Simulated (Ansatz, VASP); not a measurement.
## BaS: VASP beside Ansatz

```
Ba S
1.0
     4.54347    0.00000    0.00000
     0.00000    4.54347    0.00000
     0.00000    0.00000   24.63816
Ba S
4 4
Direct
  0.50000 0.50000 0.30670
  0.00000 0.00000 0.43483
  0.50000 0.50000 0.56517
  0.00000 0.00000 0.69330
  0.00000 0.00000 0.30708
  0.50000 0.50000 0.43383
  0.00000 0.00000 0.56617
  0.50000 0.50000 0.69292
```

Alike in both runs: functional r2SCAN; k mesh 6 × 6 × 1; occupations gaussian, width 0.05 eV; no spin polarisation.

Ansatz relaxed the structure, and its values are those at the end. VASP's run is a single point on that final structure, the one shown.

```csv
,VASP,Ansatz
version,VASP 6.6.1,Ansatz 0.2.0
potentials or method,"VASP PAW PBE potentials, release 64 (Ba_sv, S), cutoff 440 eV","scalar-relativistic, plane waves, PAW"
valence electrons in the cell,64,64
```

```tsv
	VASP	Ansatz	Ansatz less VASP
gap on the k mesh at the Fermi level (eV)	2.44	2.52	+0.082
least direct gap on the mesh (eV)	2.44	2.52	+0.082
rms of the force components (eV/Å)	0.020	0.009	-0.0118
```

VASP's potentials were made for PBE, not for r2SCAN. With one functional, cell and mesh, what is left measures potentials, basis and numerics.

Spin-orbit coupling is off throughout.
